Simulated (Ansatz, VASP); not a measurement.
**B3P in VASP and in Ansatz**

The input INCAR:

```
SYSTEM = B3P
  PREC = Accurate
  ENCUT = 500
  EDIFF = 1E-6
  ISMEAR = 0
  SIGMA = 0.1
  LREAL = .False.
  LASPH = .True.
  NELM = 120
  ALGO = Normal
  ISIF = 2
  LWAVE = .False.
  LCHARG = .False.
  GGA = PE
  NBANDS = 15
  GGA_COMPAT = .False.
```

File KPOINTS:

```
regular mesh
0
Gamma
  6 6 6
  0 0 0
```

Contents of POSCAR:

```
B3P
1.0
    3.9276286300      0.0000000000      0.0000000000
   -1.9638143200      3.4014261700      0.0000000000
    0.0000000000      0.0000000000      3.3219461100
B P
3 1
Direct
    0.5603524900      0.4396475100      0.5000000000
    0.5603524900      0.1207049800      0.5000000000
    0.8792950200      0.4396475100      0.5000000000
    0.3333333300      0.6666666700      0.0000000000
```

Input for Ansatz:

```yaml
crystal:
  lattice:
    - [3.92762863, 0.0, 0.0]
    - [-1.96381432, 3.40142617, 0.0]
    - [0.0, 0.0, 3.32194611]
  atoms:
    - { symbol: B, position: [0.56035249, 0.43964751, 0.5] }
    - { symbol: B, position: [0.56035249, 0.12070498, 0.5] }
    - { symbol: B, position: [0.87929502, 0.43964751, 0.5] }
    - { symbol: P, position: [0.33333333, 0.66666667, 0.0] }
basis:
  ecutwfc: 420
kpoints:
  mp_grid: { grid: [6, 6, 6] }
hamiltonian:
  xc: pbe
scf:
  occupations: { method: gaussian, width: 0.1 }
  lower_state_search: "off"
output:
  forces: true
  stress: true
  eigenvalues: true
```

Alike in both runs: task single point; functional PBE; k mesh 6 × 6 × 6; occupations gaussian, width 0.1 eV; no spin polarisation.

|  | VASP | Ansatz |
| --- | --- | --- |
| version | VASP 6.6.1 | Ansatz 0.2.0 |
| potentials or method | VASP PAW PBE potentials, release 64 (B, P), cutoff 500 eV | scalar-relativistic, plane waves, PAW |
| valence electrons in the cell | 14 | 14 |

Ansatz gave:

```
gap on the k mesh at the Fermi level (eV) : none
rms of the force components (eV/Å)        : 13.827
```

Q: What did VASP give for the same quantities?

A: gap on the k mesh at the Fermi level (eV): none; rms of the force components (eV/Å): 14.046.

Atom by atom the forces differ by 0.220 eV/Å (rms over components). A gap of «none» marks a metal or a gap that the smearing closes.
